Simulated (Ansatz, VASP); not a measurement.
ZrS2: VASP beside Ansatz

```
Zr S
1.0
     3.67440    0.00000    0.00000
    -1.83720    3.18212    0.00000
     0.00000    0.00000    5.79829
Zr S
1 2
Direct
  0.00000 0.00000 0.00000
  0.33333 0.66667 0.24840
  0.66667 0.33333 0.75160
```

Change from the starting cell: uniaxial_z strain -1.0%.

Alike in both runs: task single point; functional HSE06; k mesh 6 × 6 × 4; no spin polarisation.

```csv
,VASP,Ansatz
version,VASP 6.6.1,Ansatz 0.2.0
potentials or method,"VASP PAW PBE potentials, release 64 (Zr_sv, S)","plane waves, PAW"
plane-wave cutoff (eV),400,420
occupations,"gaussian, width 0.01 eV",fixed
valence electrons in the cell,24,24
```

```csv
,VASP,Ansatz,Ansatz less VASP
gap on the k mesh at the Fermi level (eV),1.62,1.62,+0.002
pressure (GPa),0.2,0.3,+0.12
"traceless stress, the component that is largest in VASP (GPa)",0.67,0.62,-0.044
rms of the force components (eV/Å),0.087,0.088,+0.0017
```

Atom by atom the forces differ by 0.002 eV/Å (rms over components). Ansatz's warnings: stress exchange threshold loose, stress scf threshold loose.
